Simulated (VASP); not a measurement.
Runs of VASP 6.6.1 on Tl. The structure is that of space group Fm-3m (No. 225), or close to it. The cells are those of the table. 

| task | cell | k mesh | cutoff (eV) | gap on the mesh (eV) | pressure (GPa) |
| --- | --- | --- | --- | --- | --- |
| single point | a = 3.327 Å, angles 60.0°, 1 atom | 13 × 13 × 13 | 520 | none | 2.1 |
| single point | a = 3.372 Å, angles 60.0°, 1 atom | 11 × 11 × 11 | 520 | none | 0.1 |
| single point | a = 3.502 Å, angles 60.0°, 1 atom | 13 × 13 × 13 | 520 | none | -3.6 |
| single point | a = 3.417 Å, angles 60.0°, 1 atom | 13 × 13 × 13 | 520 | none | (b) |
| single point | a = 3.460 Å, angles 60.0°, 1 atom | 13 × 13 × 13 | 520 | none | -2.7 |
| single point | a = 3.372 Å, angles 60.0°, 1 atom | 13 × 13 × 13 | 520 | none | 0.0 |
| relaxation of cell and atoms | relaxed from a = 3.410 Å, angles 60.0°, 1 atom | 11 × 11 × 11 | 600 | none | 0.0 |
| single point | a = 3.280 Å, angles 60.0°, 1 atom | 13 × 13 × 13 | 520 | none | (a) |

Alike in all rows: level LDA; potentials or basis VASP PAW LDA potentials, release 64 (Tl_d); no spin polarisation; smearing fermi-dirac 0.1 eV.

**Question.** Fill in the values left out.

**Answer.** (a) 4.6; (b) -1.5.

Caveats: spin-orbit coupling is left out, which moves the levels of the heavy elements.

A k mesh can miss the band edges, and the runs leave out spin-orbit coupling on Tl.

A gap of «none» marks levels without a gap at the run's occupations.
